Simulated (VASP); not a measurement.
# InP (Fm-3m) in VASP: notebook

InP is run at these levels: LDA, PBEsol; tasks: relaxation of cell and atoms.

Everything below comes from runs of VASP 6.6.1. Logs are shortened: lines on timing, memory, paths and dates and some standing lists are left out, and cuts for length are marked.

## (1) The cell of the first run

Symmetry: Fm-3m, No. 225, cubic system. Conventional cell: a = 5.538 Å, b = 5.538 Å, c = 5.538 Å, α = 90.00°, β = 90.00°, γ = 90.00°. In (site symmetry m-3m) has 6 P at 2.77 Å within 3.6 Å. P (site symmetry m-3m) has 6 In at 2.77 Å within 3.6 Å.

## (2) Relaxation of cell and atoms, LDA

The input, INCAR:

```
SYSTEM = InP
PREC = Accurate
ENCUT = 600
EDIFF = 1E-6
ISMEAR = -1
SIGMA = 0.05
LREAL = .False.
LASPH = .True.
NELM = 100
ALGO = Normal
ISIF = 3
LWAVE = .False.
LCHARG = .False.
IBRION = 2
NSW = 60
EDIFFG = -0.01
```

The input, KPOINTS:

```
Automatic mesh
0
Gamma
  8 8 8
  0 0 0
```

The input, POSCAR:

```
InP
1.0
    0.0000000000      2.7688340000      2.7688340000
    2.7688340000      0.0000000000      2.7688340000
    2.7688340000      2.7688340000      0.0000000000
In P
1 1
Direct
    0.0000000000      0.0000000000      0.0000000000
    0.5000000000      0.5000000000      0.5000000000
```

Potentials or basis: VASP PAW LDA potentials, release 64 (In_d, P).

Command:

```bash
$ cat potpaw_LDA.64/In_d/POTCAR potpaw_LDA.64/P/POTCAR > POTCAR
$ mpirun -np 1 vasp_std > vasp.out
```

OUTCAR:

```text
SYSTEM = InP
   PREC = Accurate
   ENCUT = 600
   EDIFF = 1E-6
   ISMEAR = -1
   LREAL = .False.
   LASPH = .True.
   NELM = 100
   ISIF = 3
   IBRION = 2
   NSW = 60
   EDIFFG = -0.01

 ion  position               nearest neighbor table
   1  0.000  0.000  0.000-   2 2.77   2 2.77   2 2.77   2 2.77   2 2.77   2 2.77
   2  0.500  0.500  0.500-   1 2.77   1 2.77   1 2.77   1 2.77   1 2.77   1 2.77

  LATTYP: Found a face centered cubic cell.
 ALAT       =     5.5376680000

  Lattice vectors:

 A1 = (   0.0000000000,   2.7688340000,   2.7688340000)
 A2 = (   2.7688340000,   0.0000000000,   2.7688340000)
 A3 = (   2.7688340000,   2.7688340000,   0.0000000000)

Analysis of symmetry for initial positions (statically):
=====================================================================
 Subroutine PRICEL returns:
 Original cell was already a primitive cell.

 Routine SETGRP: Setting up the symmetry group for a
 face centered cubic supercell.

 Subroutine GETGRP returns: Found 48 space group operations
 (whereof 48 operations were pure point group operations)
 out of a pool of 48 trial point group operations.

The static configuration has the point symmetry O_h .

Analysis of symmetry for dynamics (positions and initial velocities):
=====================================================================
 Subroutine PRICEL returns:
 Original cell was already a primitive cell.

 Routine SETGRP: Setting up the symmetry group for a
 face centered cubic supercell.

 Subroutine GETGRP returns: Found 48 space group operations
 (whereof 48 operations were pure point group operations)
 out of a pool of 48 trial point group operations.

The dynamic configuration has the point symmetry O_h .

 Subroutine INISYM returns: Found 48 space group operations
 (whereof 48 operations are pure point group operations),
 and found     1 'primitive' translations

----------------------------------------------------------------------------------------

                                     Primitive cell

  volume of cell :      42.4542

  direct lattice vectors                    reciprocal lattice vectors
     0.000000000  2.768834000  2.768834000    -0.180581429  0.180581429  0.180581429
     2.768834000  0.000000000  2.768834000     0.180581429 -0.180581429  0.180581429
     2.768834000  2.768834000  0.000000000     0.180581429  0.180581429 -0.180581429

  length of vectors
     3.915722595  3.915722595  3.915722595     0.312776210  0.312776210  0.312776210

  position of ions in fractional coordinates (direct lattice)
     0.000000000  0.000000000  0.000000000
     0.500000000  0.500000000  0.500000000

  ion indices of the primitive-cell ions
   primitive index   ion index
                 1           1
                 2           2

----------------------------------------------------------------------------------------

 KPOINTS: Automatic mesh

Automatic generation of k-mesh.
 Grid dimensions read from file:
 generate k-points for:    8    8    8

 Generating k-lattice:

  Cartesian coordinates                     Fractional coordinates (reciprocal lattice)
    -0.022572679  0.022572679  0.022572679     0.125000000  0.000000000  0.000000000
     0.022572679 -0.022572679  0.022572679     0.000000000  0.125000000  0.000000000
     0.022572679  0.022572679 -0.022572679     0.000000000  0.000000000  0.125000000

  Length of vectors
     0.039097026  0.039097026  0.039097026

  Shift w.r.t. Gamma in fractional coordinates (k-lattice)
     0.000000000  0.000000000  0.000000000

 Subroutine IBZKPT returns following result:
 ===========================================

 Found     29 irreducible k-points:

 Following reciprocal coordinates:
            Coordinates               Weight
  0.000000  0.000000  0.000000      1.000000
  0.125000  0.000000  0.000000      8.000000
  0.250000  0.000000  0.000000      8.000000
  0.375000  0.000000  0.000000      8.000000
  0.500000  0.000000  0.000000      4.000000
  0.125000  0.125000  0.000000      6.000000
[... 16 lines left out ...]
  0.500000  0.250000  0.125000     48.000000
 -0.375000  0.250000  0.125000     24.000000
 [... further k-points ...]
   k-points           NKPTS =     29   k-points in BZ     NKDIM =     29   number of bands    NBANDS=     13
   number of dos      NEDOS =    301   number of ions     NIONS =      2
   total plane-waves  NPLWV =  32768
   dimension x,y,z NGX =    32 NGY =   32 NGZ =   32
   dimension x,y,z NGXF=    64 NGYF=   64 NGZF=   64
   ions per type =               1   1
   NGX,Y,Z   is equivalent  to a cutoff of  13.59, 13.59, 13.59 a.u.
   NGXF,Y,Z  is equivalent  to a cutoff of  27.17, 27.17, 27.17 a.u.
 SYSTEM =  InP
   PREC   = accura    normal or accurate (medium, high low for compatibility)
   ISTART =      0    job   : 0-new  1-cont  2-samecut
   ICHARG =      2    charge: 1-file 2-atom 10-const
   ISPIN  =      1    spin polarized calculation?
   LNONCOLLINEAR =      F non collinear calculations
   LSORBIT =      F    spin-orbit coupling
   LASPH  =      T    aspherical Exc in radial PAW
   ENCUT  =  600.0 eV  44.10 Ry    6.64 a.u.   7.82  7.82  7.82*2*pi/ulx,y,z
   NELM   =    100;   NELMIN=  2; NELMDL= -5     # of ELM steps
   EDIFF  = 0.1E-05   stopping-criterion for ELM
   LREAL  =      F    real-space projection
   EDIFFG = -.1E-01   stopping-criterion for IOM
   NSW    =     60    number of steps for IOM
   IBRION =      2    ionic relax: 0-MD 1-quasi-New 2-CG
   NFREE  =      1    steps in history (QN), initial steepest desc. (CG)
   ISIF   =      3    stress and relaxation
   ISYM   =      2    0-nonsym 1-usesym 2-fastsym
   POTIM  = 0.5000    time-step for ionic-motion
   TEBEG  =    0.0;   TEEND  =   0.0 temperature during run
   PSTRESS=    0.0 pullay stress
   NELECT =      18.0000    total number of electrons
   NUPDOWN=      -1.0000    fix difference up-down
   EMIN   =  10.00;   EMAX   =-10.00  energy-range for DOS
   EFERMI =   0.00;   METHOD = LEGACY
   ISMEAR =    -1;   SIGMA  =   0.05  broadening in eV -4-tet -1-fermi 0-gaus
   EFERMI_NEDOS =   21; number of points for ismear=-14 and -15
   IALGO  =     38    algorithm
   IMIX   =      4    mixing-type and parameters
     AMIX     =   0.40;   BMIX     =  1.00
     AMIX_MAG =   1.60;   BMIX_MAG =  1.00
  volume/ion in A,a.u.               =      21.23       143.25
  Fermi-wavevector in a.u.,A,eV,Ry     =   1.229869  2.324115 20.579860  1.512577
  Thomas-Fermi vector in A             =   2.364739
   LORBIT       =      0    0 simple, 1 ext, 2 COOP (PROOUT), +10 PAW based schemes
   GGA     = CA    functional components
   LHFCALC =     F    Hartree Fock is set to
   AEXX    =    0.0000 exact exchange contribution
   IVDW    =     0    specifies the selected vdW correction
   LEPSILON=     F    determine dielectric tensor
   LRPA    =     F    only Hartree local field effects (RPA)
 conjugate gradient relaxation of ions
 non-spin polarized calculation
  energy-cutoff  :      600.00
  volume of cell :       42.45
 maximum number of plane-waves:      1428
   NGX = 15   NGY = 15   NGZ = 15

--------------------------------------- Ionic step        1  -------------------------------------------

 number of electron      17.9999998 magnetization

 Free energy of the ion-electron system (eV)
  ---------------------------------------------------
  ext. energy  EPLUGINS =         0.00000000
  ---------------------------------------------------
  free energy    TOTEN  =        -9.27032615 eV

  energy without entropy =       -9.25669572  energy(sigma->0) =       -9.26351093

------------------------ aborting loop because EDIFF is reached ----------------------------------------

  FORCE on cell =-STRESS in cart. coord.  units (eV):
  Direction    XX          YY          ZZ          XY          YZ          ZX
  --------------------------------------------------------------------------------------
  -------------------------------------------------------------------------------------
  Total       -1.3273398     -1.3273398     -1.3273398      0.0000000      0.0000000      0.0000000
  in kB      -50.0924141    -50.0924141    -50.0924141      0.0000000      0.0000000      0.0000000
  external PRESSURE =     -50.0924141 kB  Pullay stress =       0.0000000 kB

 VOLUME and BASIS-vectors are now :
 -----------------------------------------------------------------------------
  energy-cutoff  :      600.00
  volume of cell :       42.45
      direct lattice vectors                 reciprocal lattice vectors
     0.000000000  2.768834000  2.768834000    -0.180581429  0.180581429  0.180581429
     2.768834000  0.000000000  2.768834000     0.180581429 -0.180581429  0.180581429
     2.768834000  2.768834000  0.000000000     0.180581429  0.180581429 -0.180581429
[... 37 lines left out ...]
 POSITION                                       TOTAL-FORCE (eV/Angst)
 -----------------------------------------------------------------------------------
      2.68018      2.68018      0.00000         0.000000     -0.000000     -0.000000
      2.68018      2.68018      2.68018         0.000000      0.000000      0.000000
 -----------------------------------------------------------------------------------
    total drift:                                0.000000     -0.000000     -0.000000

  FREE ENERGIE OF THE ION-ELECTRON SYSTEM (eV)
  ---------------------------------------------------
  free  energy   TOTEN  =        -9.3042328184 eV

  energy  without entropy=       -9.2918957236  energy(sigma->0) =       -9.29806427

--------------------------------------- Ionic step        3  -------------------------------------------

 number of electron      18.0000003 magnetization

 Free energy of the ion-electron system (eV)
  ---------------------------------------------------
  ext. energy  EPLUGINS =         0.00000000
  ---------------------------------------------------
  free energy    TOTEN  =        -9.31569251 eV

  energy without entropy =       -9.30283392  energy(sigma->0) =       -9.30926321

 E-fermi :   7.7895     XC(G=0): -10.9421

 val. band max:        7.7728550473   @ k =  -0.3750   0.5000   0.1250
 cond. band min:       7.8149964949   @ k =  -0.3750   0.3750   0.0000
 fundamental gap:      0.0421414476
 Fermi energy:         7.7894625928

 k-point     1 :       0.0000    0.0000    0.0000
  band No.  band energies     occupation
      1      -6.5803      2.00000
      2      -6.5803      2.00000
      3      -6.5523      2.00000
      4      -6.5523      2.00000
      5      -6.5523      2.00000
      6      -4.8227      2.00000
      7       7.3715      1.99953
      8       7.3715      1.99953
      9       7.3715      1.99953
     10       8.6133      0.00000
     11      14.8304      0.00000
     12      14.8304      0.00000
     13      14.8304      0.00000

 k-point     2 :       0.1250    0.0000    0.0000
  band No.  band energies     occupation
      1      -6.5900      2.00000
      2      -6.5900      2.00000
      3      -6.5536      2.00000
      4      -6.5391      2.00000
      5      -6.5391      2.00000
      6      -4.6119      2.00000
      7       5.6946      2.00000
      8       7.4122      1.99894
      9       7.4122      1.99894
     10       9.9335      0.00000
     11      13.8409      0.00000
[... 339 lines left out ...]
 k-point    24 :      -0.3750    0.2500    0.1250
  band No.  band energies     occupation
      1      -6.7665      2.00000
      2      -6.6214      2.00000
      3      -6.5392      2.00000
      4      -6.4929      2.00000
      5      -6.4385      2.00000
      6      -1.8848      2.00000
      7       1.2042      2.00000
      8       5.1938      2.00000
      9       6.0007      2.00000
     10      10.1446      0.00000
     11      11.2450      0.00000
     12      13.8150      0.00000
     13      15.3352      0.00000

 [... further k-points ...]

------------------------ aborting loop because EDIFF is reached ----------------------------------------

  FORCE on cell =-STRESS in cart. coord.  units (eV):
  Direction    XX          YY          ZZ          XY          YZ          ZX
  --------------------------------------------------------------------------------------
  -------------------------------------------------------------------------------------
  Total       -0.0018286     -0.0018286     -0.0018286      0.0000000      0.0000000      0.0000000
  in kB       -0.0737180     -0.0737180     -0.0737180      0.0000000      0.0000000      0.0000000
  external PRESSURE =      -0.0737180 kB  Pullay stress =       0.0000000 kB

 VOLUME and BASIS-vectors are now :
 -----------------------------------------------------------------------------
  energy-cutoff  :      600.00
  volume of cell :       39.74
      direct lattice vectors                 reciprocal lattice vectors
     0.000000000  2.708587959  2.708587959    -0.184598030  0.184598030  0.184598030
     2.708587959  0.000000000  2.708587959     0.184598030 -0.184598030  0.184598030
     2.708587959  2.708587959  0.000000000     0.184598030  0.184598030 -0.184598030

 POSITION                                       TOTAL-FORCE (eV/Angst)
 -----------------------------------------------------------------------------------
      0.00000      0.00000      0.00000        -0.000000      0.000000     -0.000000
      2.70859      2.70859      2.70859         0.000000     -0.000000      0.000000
 -----------------------------------------------------------------------------------
    total drift:                                0.000000     -0.000000     -0.000000

  FREE ENERGIE OF THE ION-ELECTRON SYSTEM (eV)
  ---------------------------------------------------
  free  energy   TOTEN  =        -9.3156925068 eV

  energy  without entropy=       -9.3028339225  energy(sigma->0) =       -9.30926321

 reached required accuracy - stopping structural energy minimisation
```

Wall time 96 s (1 thread of AMD EPYC 7R13, shared host); peak memory 0.15 GiB.

Results:

| Item | Value |
| --- | --- |
| Free energy | -9.3157 eV |
| Relaxed volume | 19.87 Å³/atom |
| Relaxed cell | a = 3.831 Å, b = 3.831 Å, c = 3.831 Å, α = 60.00°, β = 60.00°, γ = 60.00° |
| Space group after relaxing (to 0.05 Å) | Fm-3m (No. 225) |
| Energy gained by relaxing | 22.7 meV/atom |
| Ionic steps | 3 |
| Pressure after relaxing | 0.0 GPa |
| Band gap on the k mesh | zero (band 9 reaches 8.04 eV, above the bottom of band 10 at 5.13 eV) |

The path:
```tsv
step	energy change (eV)	largest force (eV/Å)	pressure (GPa)	volume (Å³)
1	0.0000	0.0000	-5.01	42.45
2	-0.0339	0.0000	3.07	38.51
3	-0.0454	0.0000	-0.01	39.74
```

Final structure:
```yaml
crystal:
  lattice:
    - [0.00000, 2.70859, 2.70859]
    - [2.70859, 0.00000, 2.70859]
    - [2.70859, 2.70859, 0.00000]
  atoms:
    - { symbol: In, position: [0.00000, 0.00000, 0.00000] }
    - { symbol: P, position: [0.50000, 0.50000, 0.50000] }
```

Levels at points of the mesh, in eV from the Fermi level:
| k point | band 6 | band 7 | band 8 | band 9 | band 10 | band 11 | band 12 | band 13 |
| --- | --- | --- | --- | --- | --- | --- | --- | --- |
| (0.00, 0.00, 0.00) | -12.61 | -0.42 | -0.42 | -0.42 | 0.82 | 7.04 | 7.04 | 7.04 |
| (0.50, 0.00, 0.00) | -10.27 | -7.16 | 0.11 | 0.11 | 2.34 | 3.20 | 3.20 | 5.49 |
| (0.50, 0.50, 0.00) | -8.95 | -5.48 | -2.68 | -2.66 | -2.66 | 3.60 | 10.17 | 10.17 |

Caveat: spin-orbit coupling is left out, which moves the levels of the heavy elements.

## (3) Relaxation of cell and atoms, PBEsol

The input, INCAR:

```
SYSTEM = InP
PREC     = Accurate       ! precision mode
ENCUT    = 600            ! plane-wave cutoff, eV
EDIFF    = 1E-6           ! SCF threshold, eV
ISMEAR   = -1             ! smearing method
SIGMA    = 0.05           ! smearing width, eV
LREAL    = .FALSE.        ! projectors in reciprocal space
LASPH    = .TRUE.         ! aspherical terms in the spheres
NELM     = 100            ! most SCF steps
ALGO     = Normal         ! electronic algorithm
ISIF     = 3              ! what is computed and relaxed
LWAVE    = .FALSE.        ! write WAVECAR
LCHARG   = .FALSE.        ! write CHGCAR
GGA      = PS             ! functional
IBRION   = 2              ! ionic algorithm
NSW      = 60             ! ionic steps
EDIFFG   = -0.01          ! ionic threshold
```

The input, KPOINTS:

```
Automatic mesh
0
G
  8 8 8
  0 0 0
```

POSCAR is that of step 2.

Potentials or basis: VASP PAW PBE potentials, release 64 (In_d, P).

Command:

```bash
$ cat potpaw_PBE.64/In_d/POTCAR potpaw_PBE.64/P/POTCAR > POTCAR
$ mpirun -np 1 vasp_std > vasp.out
```

Run time: 1.9 min. Hardware: 1 thread of AMD EPYC 7R13, shared host; peak memory 0.17 GiB.

It converged, with:

```
Free energy                            : -8.7915 eV
Relaxed volume                         : 20.33 Å³/atom
Relaxed cell                           : a = 3.860 Å, b = 3.860 Å, c = 3.860 Å, α = 60.00°, β = 60.00°, γ = 60.00°
Space group after relaxing (to 0.05 Å) : Fm-3m (No. 225)
Energy gained by relaxing              : 9.6 meV/atom
Ionic steps                            : 3
Pressure after relaxing                : 0.0 GPa
Band gap on the k mesh                 : zero (band 9 reaches 7.80 eV, above the bottom of band 10 at 4.98 eV)
```

The path:
```
step  energy change (eV)  largest force (eV/Å)  pressure (GPa)  volume (Å³)
   1              0.0000                0.0000           -3.28        42.45
   2             -0.0147                0.0000            1.81        39.84
   3             -0.0192                0.0000            0.04        40.66
```

Final structure:
```yaml
crystal:
  lattice:
    - [0.00000, 2.72921, 2.72921]
    - [2.72921, 0.00000, 2.72921]
    - [2.72921, 2.72921, 0.00000]
  atoms:
    - { symbol: In, position: [0.00000, 0.00000, 0.00000] }
    - { symbol: P, position: [0.50000, 0.50000, 0.50000] }
```

Levels at points of the mesh, in eV from the Fermi level:
```
           k point  band 7  band 8  band 9  band 10  band 11  band 12
(0.00, 0.00, 0.00)   -0.40   -0.40   -0.40     0.72     6.97     6.97
(0.50, 0.00, 0.00)   -7.03    0.08    0.08     2.32     3.23     3.23
(0.50, 0.50, 0.00)   -5.37   -2.63   -2.60    -2.60     3.56    10.08
```

Caveat: the PAW data sets were made with another functional, which shifts forces and pressure a little; spin-orbit coupling is left out, which moves the levels of the heavy elements.
